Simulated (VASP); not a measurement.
# LaTl3H6 (P4/mmm) in VASP: further runs

LaTl3H6 is run at these levels: PBE; tasks: relaxation of cell and atoms, single point.

Program: VASP 6.6.1. These are calculated values, not measurements. Logs are shortened: lines on timing, memory, paths and dates and some standing lists are left out, and cuts for length are marked.

**1. The cell of the first run**

Symmetry: P4/mmm, No. 123, tetragonal system. The conventional cell has a = 5.679 Å, b = 5.679 Å, c = 5.443 Å, α = 90.00°, β = 90.00°, γ = 90.00°. Within 3.7 Å of La (site symmetry 4/mmm) lie 12 H at 2.84 to 2.85 Å. Tl (site symmetry mmm) has 4 H at 2.00 to 2.72 Å within 2.8 Å. Tl (site symmetry 4/mmm) has 4 H at 2.84 Å within 3.7 Å. Within 1.6 Å of H (site symmetry m2m) lie 2 H at 1.18 Å. Within 3.6 Å of H (site symmetry mmm) lie 4 Tl at 2.72 to 2.84 Å and 2 La at 2.84 Å and 4 H at 3.38 Å.

The cell was generated, and may not be a known phase.

**2. Relaxation of cell and atoms, PBE**

File INCAR:

```
SYSTEM = LaTl3H6
PREC = Accurate
ENCUT = 600
EDIFF = 1E-6
ISMEAR = 0
SIGMA = 0.1
LREAL = .FALSE.
LASPH = .TRUE.
NELM = 100
ALGO = Normal
ISIF = 3
LWAVE = .FALSE.
LCHARG = .FALSE.
GGA = PE
IBRION = 2
NSW = 90
EDIFFG = -0.04
```

File KPOINTS:

```
regular mesh
0
G
  4 4 4
  0 0 0
```

File POSCAR:

```
LaTl3H6
1.0
    5.6790868500      0.0000000000      0.0000000000
    0.0000000000      5.6790868500      0.0000000000
    0.0000000000      0.0000000000      5.4431695700
La Tl H
1 3 6
Direct
    0.5000000000      0.5000000000      0.0000000000
    0.5000000000      0.0000000000      0.5000000000
    0.0000000000      0.5000000000      0.5000000000
    0.0000000000      0.0000000000      0.0000000000
    0.6472348100      0.5000000000      0.5000000000
    0.3527651900      0.5000000000      0.5000000000
    0.5000000000      0.3527651900      0.5000000000
    0.5000000000      0.6472348100      0.5000000000
    0.5000000000      0.0000000000      0.0000000000
    0.0000000000      0.5000000000      0.0000000000
```

Potentials or basis: VASP PAW PBE potentials, release 64 (La, Tl_d, H).

Launch:

```console
$ cat potpaw_PBE.64/La/POTCAR potpaw_PBE.64/Tl_d/POTCAR potpaw_PBE.64/H/POTCAR > POTCAR
$ mpirun -np 1 vasp_std > vasp.out
```

OUTCAR:

```text
SYSTEM = LaTl3H6
   PREC = Accurate
   ENCUT = 600
   EDIFF = 1E-6
   ISMEAR = 0
   LREAL = .FALSE.
   LASPH = .TRUE.
   NELM = 100
   ISIF = 3
   GGA = PE
   IBRION = 2
   NSW = 90
   EDIFFG = -0.04

 ion  position               nearest neighbor table
   1  0.500  0.500  0.000-
   2  0.500  0.000  0.500-   7 2.00   8 2.00   4 3.93   4 3.93   4 3.93   4 3.93   3 4.02   3 4.02
                             3 4.02   3 4.02
   3  0.000  0.500  0.500-   5 2.00   6 2.00   4 3.93   4 3.93   4 3.93   4 3.93   2 4.02   2 4.02
                             2 4.02   2 4.02
   4  0.000  0.000  0.000-   2 3.93   3 3.93   2 3.93   3 3.93   3 3.93   3 3.93   2 3.93   2 3.93

   5  0.647  0.500  0.500-   3 2.00
   6  0.353  0.500  0.500-   3 2.00
   7  0.500  0.353  0.500-   2 2.00
   8  0.500  0.647  0.500-   2 2.00
   9  0.500  0.000  0.000-
  10  0.000  0.500  0.000-

  LATTYP: Found a simple tetragonal cell.
 ALAT       =     5.6790868500
 C/A-ratio  =     0.9584585892

  Lattice vectors:

 A1 = (   5.6790868500,   0.0000000000,   0.0000000000)
 A2 = (   0.0000000000,   5.6790868500,   0.0000000000)
 A3 = (   0.0000000000,   0.0000000000,   5.4431695700)

Analysis of symmetry for initial positions (statically):
=====================================================================
 Subroutine PRICEL returns:
 Original cell was already a primitive cell.

 Routine SETGRP: Setting up the symmetry group for a
 simple tetragonal supercell.

 Subroutine GETGRP returns: Found 16 space group operations
 (whereof 16 operations were pure point group operations)
 out of a pool of 16 trial point group operations.

The static configuration has the point symmetry D_4h.

Analysis of symmetry for dynamics (positions and initial velocities):
=====================================================================
 Subroutine PRICEL returns:
 Original cell was already a primitive cell.

 Routine SETGRP: Setting up the symmetry group for a
 simple tetragonal supercell.

 Subroutine GETGRP returns: Found 16 space group operations
 (whereof 16 operations were pure point group operations)
 out of a pool of 16 trial point group operations.

The dynamic configuration has the point symmetry D_4h.

 Subroutine INISYM returns: Found 16 space group operations
 (whereof 16 operations are pure point group operations),
 and found     1 'primitive' translations

----------------------------------------------------------------------------------------

                                     Primitive cell

  volume of cell :     175.5533

  direct lattice vectors                    reciprocal lattice vectors
     5.679086850  0.000000000  0.000000000     0.176084646  0.000000000  0.000000000
     0.000000000  5.679086850  0.000000000     0.000000000  0.176084646  0.000000000
     0.000000000  0.000000000  5.443169570     0.000000000  0.000000000  0.183716489

  length of vectors
     5.679086850  5.679086850  5.443169570     0.176084646  0.176084646  0.183716489

  position of ions in fractional coordinates (direct lattice)
     0.500000000  0.500000000  0.000000000
     0.500000000  0.000000000  0.500000000
     0.000000000  0.500000000  0.500000000
     0.000000000  0.000000000  0.000000000
     0.647234810  0.500000000  0.500000000
     0.352765190  0.500000000  0.500000000
     0.500000000  0.352765190  0.500000000
     0.500000000  0.647234810  0.500000000
     0.500000000  0.000000000  0.000000000
     0.000000000  0.500000000  0.000000000

  ion indices of the primitive-cell ions
   primitive index   ion index
                 1           1
                 2           2
                 3           3
                 4           4
                 5           5
                 6           6
                 7           7
                 8           8
                 9           9
                10          10

----------------------------------------------------------------------------------------

 KPOINTS: regular mesh

Automatic generation of k-mesh.
 Grid dimensions read from file:
 generate k-points for:    4    4    4

 Generating k-lattice:

  Cartesian coordinates                     Fractional coordinates (reciprocal lattice)
     0.044021162  0.000000000  0.000000000     0.250000000  0.000000000  0.000000000
     0.000000000  0.044021162  0.000000000     0.000000000  0.250000000  0.000000000
     0.000000000  0.000000000  0.045929122     0.000000000  0.000000000  0.250000000

  Length of vectors
     0.044021162  0.044021162  0.045929122

  Shift w.r.t. Gamma in fractional coordinates (k-lattice)
     0.000000000  0.000000000  0.000000000

 Subroutine IBZKPT returns following result:
 ===========================================

 Found     18 irreducible k-points:

 Following reciprocal coordinates:
            Coordinates               Weight
  0.000000  0.000000  0.000000      1.000000
  0.250000  0.000000  0.000000      4.000000
  0.500000  0.000000  0.000000      2.000000
  0.250000  0.250000  0.000000      4.000000
  0.500000  0.250000  0.000000      4.000000
  0.500000  0.500000  0.000000      1.000000
[... 10 lines left out ...]
  0.500000  0.250000  0.500000      4.000000
  0.500000  0.500000  0.500000      1.000000
   k-points           NKPTS =     18   k-points in BZ     NKDIM =     18   number of bands    NBANDS=     34
   number of dos      NEDOS =    301   number of ions     NIONS =     10
   total plane-waves  NPLWV = 110592
   dimension x,y,z NGX =    48 NGY =   48 NGZ =   48
   dimension x,y,z NGXF=    96 NGYF=   96 NGZF=   96
   ions per type =               1   3   6
   NGX,Y,Z   is equivalent  to a cutoff of  14.05, 14.05, 14.66 a.u.
   NGXF,Y,Z  is equivalent  to a cutoff of  28.10, 28.10, 29.32 a.u.
 SYSTEM =  LaTl3H6
   PREC   = accura    normal or accurate (medium, high low for compatibility)
   ISTART =      0    job   : 0-new  1-cont  2-samecut
   ICHARG =      2    charge: 1-file 2-atom 10-const
   ISPIN  =      1    spin polarized calculation?
   LNONCOLLINEAR =      F non collinear calculations
   LSORBIT =      F    spin-orbit coupling
   LASPH  =      T    aspherical Exc in radial PAW
   ENCUT  =  600.0 eV  44.10 Ry    6.64 a.u.  11.34 11.34 10.87*2*pi/ulx,y,z
   NELM   =    100;   NELMIN=  2; NELMDL= -5     # of ELM steps
   EDIFF  = 0.1E-05   stopping-criterion for ELM
   LREAL  =      F    real-space projection
   EDIFFG = -.4E-01   stopping-criterion for IOM
   NSW    =     90    number of steps for IOM
   IBRION =      2    ionic relax: 0-MD 1-quasi-New 2-CG
   NFREE  =      1    steps in history (QN), initial steepest desc. (CG)
   ISIF   =      3    stress and relaxation
   ISYM   =      2    0-nonsym 1-usesym 2-fastsym
   POTIM  = 0.5000    time-step for ionic-motion
   TEBEG  =    0.0;   TEEND  =   0.0 temperature during run
   PSTRESS=    0.0 pullay stress
   NELECT =      56.0000    total number of electrons
   NUPDOWN=      -1.0000    fix difference up-down
   EMIN   =  10.00;   EMAX   =-10.00  energy-range for DOS
   EFERMI =   0.00;   METHOD = LEGACY
   ISMEAR =     0;   SIGMA  =   0.10  broadening in eV -4-tet -1-fermi 0-gaus
   EFERMI_NEDOS =   21; number of points for ismear=-14 and -15
   IALGO  =     38    algorithm
   IMIX   =      4    mixing-type and parameters
     AMIX     =   0.40;   BMIX     =  1.00
     AMIX_MAG =   1.60;   BMIX_MAG =  1.00
  volume/ion in A,a.u.               =      17.56       118.47
  Fermi-wavevector in a.u.,A,eV,Ry     =   1.118582  2.113814 17.023963  1.251226
  Thomas-Fermi vector in A             =   2.255214
   LORBIT       =      0    0 simple, 1 ext, 2 COOP (PROOUT), +10 PAW based schemes
   GGA     = PE    functional components
   LHFCALC =     F    Hartree Fock is set to
   AEXX    =    0.0000 exact exchange contribution
   IVDW    =     0    specifies the selected vdW correction
   LEPSILON=     F    determine dielectric tensor
   LRPA    =     F    only Hartree local field effects (RPA)
 conjugate gradient relaxation of ions
 non-spin polarized calculation
 Gauss-broadening in eV      SIGMA  =   0.10
  energy-cutoff  :      600.00
  volume of cell :      175.55
 maximum number of plane-waves:      5908
 NGX is ok and might be reduce to    48
   NGX = 23   NGY = 23   NGZ = 21

--------------------------------------- Ionic step        1  -------------------------------------------

 number of electron      56.0000007 magnetization

 Free energy of the ion-electron system (eV)
  ---------------------------------------------------
  ext. energy  EPLUGINS =         0.00000000
  ---------------------------------------------------
  free energy    TOTEN  =       -27.48621316 eV

  energy without entropy =      -27.46704193  energy(sigma->0) =      -27.47662755

------------------------ aborting loop because EDIFF is reached ----------------------------------------

  FORCE on cell =-STRESS in cart. coord.  units (eV):
  Direction    XX          YY          ZZ          XY          YZ          ZX
  --------------------------------------------------------------------------------------
  -------------------------------------------------------------------------------------
  Total       -1.9844040     -1.9844040     -5.2509854      0.0000000      0.0000000      0.0000000
  in kB      -18.1105564    -18.1105564    -47.9228357      0.0000000      0.0000000      0.0000000
  external PRESSURE =     -28.0479828 kB  Pullay stress =       0.0000000 kB
[... 113 lines left out ...]
  FREE ENERGIE OF THE ION-ELECTRON SYSTEM (eV)
  ---------------------------------------------------
  free  energy   TOTEN  =       -27.9701711911 eV

  energy  without entropy=      -27.9561974625  energy(sigma->0) =      -27.96318433

 E-fermi :   7.0606     XC(G=0): -10.0719

 val. band max:        7.0510093037   @ k =   0.5000   0.0000   0.0000
 cond. band min:       7.0895787525   @ k =   0.5000   0.2500   0.2500
 fundamental gap:      0.0385694488
 Fermi energy:         7.0605694894

 k-point     1 :       0.0000    0.0000    0.0000
  band No.  band energies     occupation
      1     -26.1962      2.00000
      2     -10.1440      2.00000
      3     -10.1440      2.00000
      4      -9.8653      2.00000
      5      -6.4423      2.00000
      6      -5.9029      2.00000
[... 655 lines left out ...]
     33       8.6016      0.00000
     34       8.9119      0.00000

 E-fermi :   4.5639     XC(G=0):  -8.9355

 val. band max:        4.4589611325   @ k =   0.5000   0.5000   0.2500
 cond. band min:       4.5698330805   @ k =   0.2500   0.0000   0.5000
 fundamental gap:      0.1108719480
 Fermi energy:         4.5639147436

 k-point     1 :       0.0000    0.0000    0.0000
  band No.  band energies     occupation
      1     -28.6243      2.00000
      2     -12.4672      2.00000
      3     -12.4672      2.00000
      4     -12.2214      2.00000
      5      -7.3896      2.00000
      6      -7.3479      2.00000
[... 655 lines left out ...]
     33       6.1999      0.00000
     34       6.1999      0.00000

[... ionic steps 4 to 20 ...]

--------------------------------------- Ionic step       21  -------------------------------------------

 number of electron      55.9999991 magnetization

------------------------ aborting loop because EDIFF is reached ----------------------------------------
[... 83 lines left out ...]
--------------------------------------- Ionic step       23  -------------------------------------------

 number of electron      56.0000001 magnetization

 Free energy of the ion-electron system (eV)
  ---------------------------------------------------
  ext. energy  EPLUGINS =         0.00000000
  ---------------------------------------------------
  free energy    TOTEN  =       -29.50394425 eV

  energy without entropy =      -29.49830165  energy(sigma->0) =      -29.50112295

 E-fermi :   4.7452     XC(G=0):  -9.0373

 val. band max:        4.6558012667   @ k =   0.5000   0.5000   0.2500
 cond. band min:       4.7465348284   @ k =   0.2500   0.0000   0.5000
 fundamental gap:      0.0907335616
 Fermi energy:         4.7452426667

 k-point     1 :       0.0000    0.0000    0.0000
  band No.  band energies     occupation
      1     -28.3724      2.00000
      2     -12.2306      2.00000
      3     -12.2306      2.00000
      4     -11.9899      2.00000
      5      -7.2632      2.00000
      6      -7.2183      2.00000
[... 692 lines left out ...]
  FREE ENERGIE OF THE ION-ELECTRON SYSTEM (eV)
  ---------------------------------------------------
  free  energy   TOTEN  =       -29.5039442469 eV

  energy  without entropy=      -29.4983016538  energy(sigma->0) =      -29.50112295

 reached required accuracy - stopping structural energy minimisation
```

Run time: 19 min. Hardware: 1 thread of AMD EPYC 9R45 (Zen 5), shared host; peak memory 0.41 GiB.

Results:

```yaml
Free_energy: -29.5039 eV
Relaxed_volume: 17.13 Å³/atom
Relaxed_cell: a = 6.473 Å, b = 6.473 Å, c = 4.089 Å, α = 90.00°, β = 90.00°, γ = 90.00°
Space_group_after_relaxing_to_0.1_Å: P4/mmm (No. 123)
Energy_gained_by_relaxing: 201.8 meV/atom
Ionic_steps: 23
Pressure_after_relaxing: -0.3 GPa
Largest_force_after_relaxing: 0.039 eV/Å
Band_gap_on_the_k_mesh: zero (bands 28 and 29 overlap by 1.92 eV)
```

Forces on the atoms (eV/Å):
```
La   0.000  0.000  0.000
Tl   0.000  0.000  0.000
Tl   0.000  0.000  0.000
Tl   0.000  0.000  0.000
H    0.039  0.000  0.000
H   -0.039  0.000  0.000
H    0.000 -0.039  0.000
H    0.000  0.039  0.000
H    0.000  0.000  0.000
H    0.000  0.000  0.000
```

Step by step:
```
step  energy change (eV)  largest force (eV/Å)  pressure (GPa)  volume (Å³)
   1              0.0000                0.5362           -2.80       175.55
   2             -0.2038                0.3928           -1.94       167.85
   3             -0.4840                0.1051            2.26       148.15
   4             -0.6187                0.0035            2.59       146.33
   5             -0.7336                0.1534            3.35       143.48
   6             -0.7326                0.9358            7.95       136.87
   7             -0.8583                0.9737            7.93       138.00
   8             -1.0834                0.8641            8.30       141.07
   9             -1.2876                0.7904            6.69       144.79
  10             -1.7015                0.6219            2.77       156.34
  11             -1.8127                0.3147           -2.39       181.23
  12             -1.8708                0.4094           -0.90       172.06
  13             -1.8713                0.4217           -0.71       171.05
  14             -1.9149                0.3513           -0.54       171.22
  15             -1.9671                0.1807            0.05       171.58
  16             -1.9679                0.1558            0.15       171.62
  17             -1.9761                0.1440            0.00       172.01
  18             -1.9942                0.1175           -0.46       173.18
  19             -1.9984                0.0231           -1.17       175.50
  20             -2.0025                0.0788           -0.87       174.42
  21             -2.0099                0.0500           -0.70       173.50
  22             -2.0177                0.0453           -0.25       171.18
  23             -2.0177                0.0388           -0.28       171.31
```

Final structure:
```
CELL_PARAMETERS angstrom
6.47308 0.00000 0.00000
0.00000 6.47308 0.00000
0.00000 0.00000 4.08857
ATOMIC_POSITIONS crystal
La 0.50000 0.50000 0.00000
Tl 0.50000 0.00000 0.50000
Tl 0.00000 0.50000 0.50000
Tl 0.00000 0.00000 0.00000
H 0.65551 0.50000 0.50000
H 0.34449 0.50000 0.50000
H 0.50000 0.34449 0.50000
H 0.50000 0.65551 0.50000
H 0.50000 0.00000 0.00000
H 0.00000 0.50000 0.00000
```

Levels at points of the mesh, in eV from the Fermi level:
| k point | band 25 | band 26 | band 27 | band 28 | band 29 | band 30 | band 31 | band 32 |
| --- | --- | --- | --- | --- | --- | --- | --- | --- |
| (0.00, 0.00, 0.00) | -3.89 | -0.90 | -0.90 | 0.97 | 1.39 | 1.64 | 1.64 | 1.66 |
| (0.50, 0.00, 0.00) | -2.02 | -1.49 | -1.36 | 1.22 | 1.56 | 1.58 | 1.59 | 1.75 |
| (0.50, 0.50, 0.00) | -2.01 | -1.56 | -0.87 | 0.43 | 1.33 | 1.33 | 1.50 | 1.50 |
| (0.00, 0.00, 0.50) | -5.10 | -4.05 | -3.92 | 0.92 | 1.18 | 1.18 | 1.62 | 1.66 |
| (0.50, 0.00, 0.50) | -4.69 | -4.21 | -2.17 | -0.43 | 0.33 | 0.55 | 1.13 | 1.13 |
| (0.50, 0.50, 0.50) | -5.21 | -2.06 | -2.06 | -1.61 | -0.44 | 1.08 | 1.25 | 1.58 |

Caveat: a cell axis changed by over 15 % at a fixed basis, so the end point is rough; spin-orbit coupling is left out, which moves the levels of the heavy elements.

**3. Single point, PBE**

This run uses another cell than the first one, of 16.89 Å³/atom.

File INCAR:

```
SYSTEM = LaTl3H6
PREC = Accurate ; ENCUT = 520
EDIFF = 1E-7 ; ISMEAR = 0
SIGMA = 0.1 ; LREAL = .False.
LASPH = .True. ; NELM = 80
ALGO = Normal ; ISIF = 2
LWAVE = .False. ; LCHARG = .True.
GGA = PE ; LELF = .True.
LVHAR = .True. ; NBANDS = 39
```

File KPOINTS:

```
Automatic mesh
0
Gamma
  6 6 10
  0 0 0
```

File POSCAR:

```
LaTl3H6
1.0
    6.4583811535      0.0000000000      0.0000000000
    0.0000000000      6.4583811535      0.0000000000
    0.0000000000      0.0000000000      4.0503710691
La Tl H
1 3 6
Direct
    0.5000000000      0.5000000000      0.0000000000
    0.5000000000      0.0000000000      0.5000000000
    0.0000000000      0.5000000000      0.5000000000
    0.0000000000      0.0000000000      0.0000000000
    0.6654502339      0.5000000000      0.5000000000
    0.3345497661      0.5000000000      0.5000000000
    0.5000000000      0.3345497661      0.5000000000
    0.5000000000      0.6654502339      0.5000000000
    0.5000000000      0.0000000000      0.0000000000
    0.0000000000      0.5000000000      0.0000000000
```

Potentials or basis: VASP PAW PBE potentials, release 64 (La, Tl_d, H).

Launch:

```console
$ cat potpaw_PBE.64/La/POTCAR potpaw_PBE.64/Tl_d/POTCAR potpaw_PBE.64/H/POTCAR > POTCAR
$ mpirun -np 1 vasp_std > vasp.out
```

Run time: 3.2 min. Hardware: 1 thread of AMD EPYC 9R45 (Zen 5), shared host; peak memory 0.49 GiB.

It converged, with:

```yaml
Free_energy: -29.2631 eV
Pressure: -0.1 GPa
Largest_force: 0.006 eV/Å
Band_gap_on_the_k_mesh: zero (bands 28 and 29 overlap by 2.27 eV)
```

Forces on the atoms (eV/Å):
```
La   0.000  0.000  0.000
Tl   0.000  0.000  0.000
Tl   0.000  0.000  0.000
Tl   0.000  0.000  0.000
H   -0.006  0.000  0.000
H    0.006  0.000  0.000
H    0.000  0.006  0.000
H    0.000 -0.006  0.000
H    0.000  0.000  0.000
H    0.000  0.000  0.000
```

Stress tensor (GPa, compression positive):
```
-0.09  0.00  0.00
 0.00 -0.09  0.00
 0.00  0.00 -0.19
```

Levels at points of the mesh, in eV from the Fermi level:
```csv
k point,band 24,band 25,band 26,band 27,band 28,band 29,band 30,band 31,band 32,band 33
"(0.00, 0.00, 0.00)",-4.00,-4.00,-0.98,-0.98,0.96,1.20,1.71,1.71,1.75,1.78
"(0.50, 0.00, 0.00)",-3.89,-1.93,-1.58,-1.51,1.27,1.52,1.62,1.66,1.83,1.85
"(0.50, 0.50, 0.00)",-1.92,-1.92,-1.92,-0.80,0.40,1.38,1.38,1.51,1.51,1.94
"(0.00, 0.00, 0.50)",-5.20,-5.20,-4.00,-3.48,0.90,1.17,1.17,1.64,1.69,1.78
"(0.50, 0.00, 0.50)",-5.16,-4.43,-4.32,-2.04,-0.49,0.27,0.53,1.11,1.12,1.86
"(0.50, 0.50, 0.50)",-5.40,-5.30,-1.92,-1.92,-1.69,-0.85,1.25,1.26,1.58,1.78
```

Caveat: spin-orbit coupling is left out, which moves the levels of the heavy elements.

The gap in the log of VASP goes by the Fermi energy; the results here count the filled bands.